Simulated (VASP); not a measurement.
TePb: single point with PBE

The system is TePb.

```
CELL_PARAMETERS angstrom
0.00000 3.33319 3.33319
3.33319 0.00000 3.33319
3.33319 3.33319 0.00000
ATOMIC_POSITIONS crystal
Pb 0.00000 0.00000 0.00000
Te 0.50000 0.50000 0.50000
```

This cell differs from its parent crystal: strain +2.0%.

```json
{"Program": "VASP 6.6.1", "Task": "single point", "Functional": "PBE", "Potentials or basis": "VASP PAW PBE potentials, release 64 (Pb_d, Te)", "Cutoff": "520 eV", "k mesh": "8 × 8 × 8", "Occupations": "fermi-dirac, width 0.02 eV", "Spin": "no spin polarisation", "Dipole correction": "no", "Further INCAR settings": "ALGO = Normal; EDIFF = 1e-07; NBANDS = 17"}
```

```json
{
  "Pressure": "-1.6 GPa",
  "Band gap on the k mesh": "0.90 eV, direct"
}
```

Levels at points of the mesh, in eV from the valence-band top:
```csv
k point,band 6,band 7,band 8,band 9,band 10,band 11,band 12,band 13,band 14,band 15
"(0.00, 0.00, 0.00)",-11.28,-5.81,-1.00,-1.00,-1.00,3.97,3.97,3.97,6.01,6.01
"(0.50, 0.00, 0.00)",-10.08,-8.14,-0.60,-0.60,0.00,0.90,1.49,1.49,8.29,9.04
"(0.50, 0.50, 0.00)",-9.91,-7.16,-3.79,-2.28,-2.28,3.69,5.15,5.15,6.19,9.91
```

Wall time 32 s on 1 thread of Intel(R) Xeon(R) Platinum 8488C (Sapphire Rapids), on a shared host, peak memory 0.21 GiB.

Caveat: the cell differs from its parent crystal (strain +2.0%); spin-orbit coupling is left out, which moves the levels of the heavy elements. A k mesh can miss the band edges.
